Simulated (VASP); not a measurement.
# AgCl in VASP: further runs

The runs below take AgCl through single point, with PBE.

All numbers are computed with VASP 6.6.1; they aren't measurements. Logs are shortened: lines on timing, memory, paths and dates and some standing lists are left out, and cuts for length are marked.

### 1 The cell of the first run

The structure is trigonal, space group R-3m (No. 166). The conventional cell has a = 4.761 Å, b = 4.761 Å, c = 6.034 Å, α = 90.00°, β = 90.00°, γ = 120.00°. Within 3.9 Å of Ag (site symmetry -3m) lie 8 Cl at 2.93 to 3.02 Å and 6 Ag at 3.41 Å. Within 3.9 Å of Cl (site symmetry -3m) lie 8 Ag at 2.93 to 3.02 Å and 6 Cl at 3.41 Å.

### 2 Single point, PBE (epitaxial 111 strain -0.9%)

Contents of INCAR:

```
SYSTEM = AgCl
PREC = Accurate
ENCUT = 630
EDIFF = 1E-6
ISMEAR = -1
SIGMA = 0.02
LREAL = .False.
LASPH = .True.
NELM = 120
ALGO = Normal
ISIF = 2
LWAVE = .False.
LCHARG = .True.
GGA = PE
LELF = .True.
LVHAR = .True.
NBANDS = 20
GGA_COMPAT = .False.
```

Contents of KPOINTS:

```
regular mesh
0
Gamma
  8 8 8
  0 0 0
```

Contents of POSCAR:

```
AgCl
1.0
    3.4057849092      0.0390593693      0.0390593693
    0.0390593693      3.4057849092      0.0390593693
    0.0390593693      0.0390593693      3.4057849092
Ag Cl
1 1
Direct
    0.0000000000      0.0000000000      0.0000000000
    0.5000000000      0.5000000000      0.5000000000
```

Potentials or basis: VASP PAW PBE potentials, release 64 (Ag_sv_GW, Cl).

On the command line:

```bash
> cat potpaw_PBE.64/Ag_sv_GW/POTCAR potpaw_PBE.64/Cl/POTCAR > POTCAR
> mpirun -np 1 vasp_std > vasp.out
```

OUTCAR:

```text
SYSTEM = AgCl
   PREC = Accurate
   ENCUT = 630
   EDIFF = 1E-6
   ISMEAR = -1
   LREAL = .False.
   LASPH = .True.
   NELM = 120
   ISIF = 2
   GGA = PE

 ion  position               nearest neighbor table
   1  0.000  0.000  0.000-
   2  0.500  0.500  0.500-

  LATTYP: Found a trigonal (rhomboedric) cell.
 ALAT       =     3.4062328336
 COS(alpha) =     0.0230625341

  Lattice vectors:

 A1 = (   3.4057849092,   0.0390593693,   0.0390593693)
 A2 = (   0.0390593693,   3.4057849092,   0.0390593693)
 A3 = (   0.0390593693,   0.0390593693,   3.4057849092)

Analysis of symmetry for initial positions (statically):
=====================================================================
 Subroutine PRICEL returns:
 Original cell was already a primitive cell.

 Routine SETGRP: Setting up the symmetry group for a
 trigonal (rhombohedral) supercell.

 Subroutine GETGRP returns: Found 12 space group operations
 (whereof 12 operations were pure point group operations)
 out of a pool of 12 trial point group operations.

The static configuration has the point symmetry D_3d.

Analysis of symmetry for dynamics (positions and initial velocities):
=====================================================================
 Subroutine PRICEL returns:
 Original cell was already a primitive cell.

 Routine SETGRP: Setting up the symmetry group for a
 trigonal (rhombohedral) supercell.

 Subroutine GETGRP returns: Found 12 space group operations
 (whereof 12 operations were pure point group operations)
 out of a pool of 12 trial point group operations.

The dynamic configuration has the point symmetry D_3d.

 Subroutine INISYM returns: Found 12 space group operations
 (whereof 12 operations are pure point group operations),
 and found     1 'primitive' translations

----------------------------------------------------------------------------------------

                                     Primitive cell

  volume of cell :      39.4895

  direct lattice vectors                    reciprocal lattice vectors
     3.405784909  0.039059369  0.039059369     0.293694454 -0.003330055 -0.003330055
     0.039059369  3.405784909  0.039059369    -0.003330055  0.293694454 -0.003330055
[... 69 lines left out ...]
   total plane-waves  NPLWV =  21952
   dimension x,y,z NGX =    28 NGY =   28 NGZ =   28
   dimension x,y,z NGXF=    56 NGYF=   56 NGZF=   56
   ions per type =               1   1
   NGX,Y,Z   is equivalent  to a cutoff of  13.67, 13.67, 13.67 a.u.
   NGXF,Y,Z  is equivalent  to a cutoff of  27.33, 27.33, 27.33 a.u.
 SYSTEM =  AgCl
   PREC   = accura    normal or accurate (medium, high low for compatibility)
   ISTART =      0    job   : 0-new  1-cont  2-samecut
   ICHARG =      2    charge: 1-file 2-atom 10-const
   ISPIN  =      1    spin polarized calculation?
   LNONCOLLINEAR =      F non collinear calculations
   LSORBIT =      F    spin-orbit coupling
   LASPH  =      T    aspherical Exc in radial PAW
   ENCUT  =  630.0 eV  46.30 Ry    6.80 a.u.   6.97  6.97  6.97*2*pi/ulx,y,z
   NELM   =    120;   NELMIN=  2; NELMDL= -5     # of ELM steps
   EDIFF  = 0.1E-05   stopping-criterion for ELM
   LREAL  =      F    real-space projection
   EDIFFG = 0.1E-04   stopping-criterion for IOM
   NSW    =      0    number of steps for IOM
   IBRION =     -1    ionic relax: 0-MD 1-quasi-New 2-CG
   NFREE  =      0    steps in history (QN), initial steepest desc. (CG)
   ISIF   =      2    stress and relaxation
   ISYM   =      2    0-nonsym 1-usesym 2-fastsym
   POTIM  = 0.5000    time-step for ionic-motion
   TEBEG  =    0.0;   TEEND  =   0.0 temperature during run
   PSTRESS=    0.0 pullay stress
   NELECT =      26.0000    total number of electrons
   NUPDOWN=      -1.0000    fix difference up-down
   EMIN   =  10.00;   EMAX   =-10.00  energy-range for DOS
   EFERMI =   0.00;   METHOD = LEGACY
   ISMEAR =    -1;   SIGMA  =   0.02  broadening in eV -4-tet -1-fermi 0-gaus
   EFERMI_NEDOS =   21; number of points for ismear=-14 and -15
   IALGO  =     38    algorithm
   IMIX   =      4    mixing-type and parameters
     AMIX     =   0.40;   BMIX     =  1.00
     AMIX_MAG =   1.60;   BMIX_MAG =  1.00
  volume/ion in A,a.u.               =      19.74       133.24
  Fermi-wavevector in a.u.,A,eV,Ry     =   1.424204  2.691355 27.597459  2.028356
  Thomas-Fermi vector in A             =   2.544720
   LORBIT       =      0    0 simple, 1 ext, 2 COOP (PROOUT), +10 PAW based schemes
   GGA     = PE    functional components
   LHFCALC =     F    Hartree Fock is set to
   AEXX    =    0.0000 exact exchange contribution
   IVDW    =     0    specifies the selected vdW correction
   LEPSILON=     F    determine dielectric tensor
   LRPA    =     F    only Hartree local field effects (RPA)
 non-spin polarized calculation
  energy-cutoff  :      630.00
  volume of cell :       39.49
 maximum number of plane-waves:      1439
   NGX = 13   NGY = 13   NGZ = 13

 number of electron      26.0000013 magnetization

 Free energy of the ion-electron system (eV)
  ---------------------------------------------------
  ext. energy  EPLUGINS =         0.00000000
  ---------------------------------------------------
  free energy    TOTEN  =        -3.06125942 eV

  energy without entropy =       -3.06125942  energy(sigma->0) =       -3.06125942

 E-fermi :   4.0376     XC(G=0): -10.6483

 val. band max:        3.7660691659   @ k =   0.5000   0.0000   0.0000
 cond. band min:       4.2856690462   @ k =   0.0000   0.0000   0.0000
 fundamental gap:      0.5195998803
 Fermi energy:         4.0376065938

 k-point     1 :       0.0000    0.0000    0.0000
  band No.  band energies     occupation
      1     -85.9580      2.00000
      2     -49.4787      2.00000
      3     -49.4756      2.00000
      4     -49.4756      2.00000
      5     -11.0335      2.00000
      6       0.8793      2.00000
[... 541 lines left out ...]
     19      18.1455      0.00000
     20      20.3923      0.00000

 [... further k-points ...]
[... 5 lines left out ...]
  --------------------------------------------------------------------------------------
  -------------------------------------------------------------------------------------
  Total        0.2516348      0.2516348      0.2516348      0.0636496      0.0636496      0.0636496
  in kB       10.2093863     10.2093863     10.2093863      2.5824052      2.5824052      2.5824052
  external PRESSURE =      10.2093863 kB  Pullay stress =       0.0000000 kB

 VOLUME and BASIS-vectors are now :
 -----------------------------------------------------------------------------
  energy-cutoff  :      630.00
  volume of cell :       39.49
      direct lattice vectors                 reciprocal lattice vectors
     3.405784909  0.039059369  0.039059369     0.293694454 -0.003330055 -0.003330055
     0.039059369  3.405784909  0.039059369    -0.003330055  0.293694454 -0.003330055
     0.039059369  0.039059369  3.405784909    -0.003330055 -0.003330055  0.293694454

 POSITION                                       TOTAL-FORCE (eV/Angst)
 -----------------------------------------------------------------------------------
      0.00000      0.00000      0.00000         0.000000      0.000000      0.000000
      1.74195      1.74195      1.74195        -0.000000     -0.000000      0.000000
 -----------------------------------------------------------------------------------
    total drift:                                0.000000      0.000000      0.000000

  FREE ENERGIE OF THE ION-ELECTRON SYSTEM (eV)
  ---------------------------------------------------
  free  energy   TOTEN  =        -3.0612594241 eV

  energy  without entropy=       -3.0612594150  energy(sigma->0) =       -3.06125942
```

stdout:

```text
POSCAR found type information on POSCAR AgCl
 POSCAR found :  2 types and       2 ions
 scaLAPACK will be used
 LDA part: xc-table for (Slater+PW92), standard interpolation
 POSCAR, INCAR and KPOINTS ok, starting setup
 FFT: planning ... GRIDC
 FFT: planning ... GRID_SOFT
 FFT: planning ... GRID
 WAVECAR not read
 entering main loop
```

It took 30 s on 1 thread of AMD EPYC 9R45 (Zen 5), shared host; peak memory 0.19 GiB.

What came out:

| Item | Value |
| --- | --- |
| Free energy | -3.0613 eV |
| Pressure | 1.0 GPa |
| Band gap on the k mesh | 0.52 eV (least direct gap 2.08 eV) |

Levels at points of the mesh, in eV from the valence-band top:
```csv
k point,band 9,band 10,band 11,band 12,band 13,band 14,band 15,band 16,band 17,band 18
"(0.00, 0.00, 0.00)",-1.91,-1.88,-1.71,-1.71,-1.56,0.52,9.34,9.34,13.48,13.94
"(0.50, 0.00, 0.00)",-2.72,-1.85,-1.52,-0.14,0.00,4.85,5.57,9.21,9.95,10.03
"(0.50, 0.50, 0.00)",-2.23,-2.21,-2.18,-1.59,-1.01,2.72,8.84,9.10,10.56,13.62
"(0.50, 0.50, 0.50)",-1.57,-1.57,-0.35,-0.19,-0.19,4.47,4.76,4.76,6.83,17.30
```

Caveat: the cell differs from its parent crystal (epitaxial 111 strain -0.9%); the structure was generated, so it needn't be the stable form of AgCl; semilocal functionals underestimate gaps, and a narrow one can read as zero. A k mesh can miss the band edges.

(Part 1 of 2 ends here.)
